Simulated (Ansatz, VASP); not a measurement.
Ni: VASP beside Ansatz

```xyz
1
Lattice="0.0000 1.7726 1.7726 1.7726 0.0000 1.7726 1.7726 1.7726 0.0000" Properties=species:S:1:pos:R:3 pbc="T T T"
Ni    0.0000    0.0000    0.0000
```

Alike in both runs: task single point; functional LDA; k mesh 8 × 8 × 8; occupations fermi-dirac, width 0.1 eV; no spin polarisation.

```csv
,VASP,Ansatz
version,VASP 6.6.1,Ansatz 0.2.0
potentials or method,"VASP PAW LDA potentials, release 64 (Ni), cutoff 600 eV","PAW, plane waves, scalar-relativistic"
valence electrons in the cell,10,18
```

```csv
,VASP,Ansatz,Ansatz less VASP
pressure (GPa),-20.3,-20.6,-0.30
```

LDA's correlation is that of Perdew and Zunger in VASP and of Perdew and Wang (1992) in Ansatz. VASP's potentials hold 10 valence electrons a cell and Ansatz's 18, so a difference there can come from the potentials and not from the codes.

The k mesh is coarse, so the values compare programs but aren't converged.
